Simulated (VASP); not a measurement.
Set up this calculation in VASP 6.6.1, as the native input.

| Property | Result |
| --- | --- |
| Task | single point |
| Functional | PBE |
| Potentials or basis | VASP PAW PBE potentials, release 64 (Co, W_sv) |
| Cutoff | 520 eV |
| k mesh | 12 × 12 × 8 |
| Occupations | gaussian, width 0.1 eV |
| Spin | no spin polarisation |
| Dipole correction | no |
| Further INCAR settings | ALGO = Fast; EDIFF = 1e-06; NBANDS = 46 |

The structure of CoW2 lies in POSCAR:

```
CoW2
1.0
    4.7671621830      0.0000000000      0.0000000000
   -2.3835810915      4.1284835544      0.0000000000
    0.0000000000      0.0000000000      4.3917244091
Co W
2 4
Direct
    0.6666666667      0.3333333333      0.0000000000
    0.3333333333      0.6666666667      0.0000000000
    0.0000000000      0.0000000000      0.0000000000
    0.3406914552      0.0000000000      0.5000000000
    0.0000000000      0.3406914552      0.5000000000
    0.6593085448      0.6593085448      0.5000000000
```

The input as run:

INCAR

```
SYSTEM = CoW2
  PREC = Accurate
  ENCUT = 520
  EDIFF = 1E-6
  ISMEAR = 0
  SIGMA = 0.1
  LREAL = .False.
  LASPH = .True.
  NELM = 100
  ALGO = Fast
  ISIF = 2
  LWAVE = .False.
  LCHARG = .False.
  GGA = PE
  NBANDS = 46
```

KPOINTS

```
Automatic mesh
0
Gamma
  12 12 8
  0 0 0
```

Potentials or basis: VASP PAW PBE potentials, release 64 (Co, W_sv).

Launch:

```console
$ cat potpaw_PBE.64/Co/POTCAR potpaw_PBE.64/W_sv/POTCAR > POTCAR
$ mpirun -np 1 vasp_std > vasp.out
```

Results of the run:

The pressure is 0.4 GPa, the largest force is 0.008 eV/Å and the band gap on the k mesh is zero (bands 37 and 38 overlap by 0.65 eV).

Caveat: spin-orbit coupling is left out, which moves the levels of the heavy elements; the run has no spin polarisation, though such a crystal can be magnetic.

It took 19 min on 1 thread of AMD EPYC 7R13, on a shared host, peak memory 0.39 GiB.
